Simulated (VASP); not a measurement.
Crystal: NiSb (Breithauptite).

```
Sb Ni
1.0
     3.92800    0.00000    0.00000
    -1.96400    3.40175    0.00000
     0.00000    0.00000    5.12000
Sb Ni
2 2
Direct
  0.66667 0.33333 0.75000
  0.33333 0.66667 0.25000
  0.00000 0.00000 0.50000
  0.00000 0.00000 0.00000
```

Base run:

```yaml
Program: VASP 6.6.1
Functional: PBE
Potentials_or_basis: VASP PAW PBE potentials, release 64 (Sb, Ni)
Cutoff: 520 eV
k_mesh: 7 × 7 × 5
Occupations: fermi-dirac, width 0.05 eV
Spin: collinear spin, ferromagnetic start
Starting_moments: "[0.0, 0.0, 1.25, 1.25] μB"
Fixed_moment: 2.5 μB
```

Its results: pressure 9.4 GPa; site moments Sb +0.23; Ni +0.79 μB.

Question: The run is repeated on the same cell with these changes: fixed moment from 2.5 μB to 0.5 μB; moments at the start from [0.0, 0.0, 1.25, 1.25] to [0.0, 0.0, 0.25, 0.25]. What comes out?

Answer: Pressure 4.0 GPa; site moments Sb +0.04; Ni +0.18 μB.

Caveats: the total moment is fixed, so each spin has its own Fermi level.
